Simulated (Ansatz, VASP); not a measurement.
## Ni: VASP beside Ansatz

```xyz
2
Lattice="0.0000 2.5820 2.5820 2.5820 0.0000 2.5820 2.5820 2.5820 0.0000" Properties=species:S:1:pos:R:3 pbc="T T T"
Ni    0.6455    0.6455    0.6455
Ni    4.5185    4.5185    4.5185
```

Alike in both runs: task single point; functional RPBE; k mesh 12 × 12 × 12; occupations fermi-dirac, width 0.05 eV; collinear spin.

```csv
,VASP,Ansatz
version,VASP 6.6.1,Ansatz 0.2.0
potentials or method,"VASP PAW PBE potentials, release 64 (Ni), cutoff 520 eV","plane waves (420 eV) with PAW, scalar-relativistic"
valence electrons in the cell,20,36
```

Ansatz gave:

| Property | Result |
| --- | --- |
| pressure (GPa) | 0.0 |
| net moment per atom (μB) | 0.80 |
| size of the moment on the site where the two differ most (μB) | 0.85 |

Question: Which values does VASP return?

Answer: Pressure (GPa): 0.1; net moment per atom (μB): 0.79; size of the moment on the site where the two differ most (μB): 0.80.

VASP's potentials were made for PBE, not for RPBE. Site moments also hang on the region over which each program counts them. VASP's potentials hold 20 valence electrons a cell and Ansatz's 36, so a difference there can come from the potentials and not from the codes.
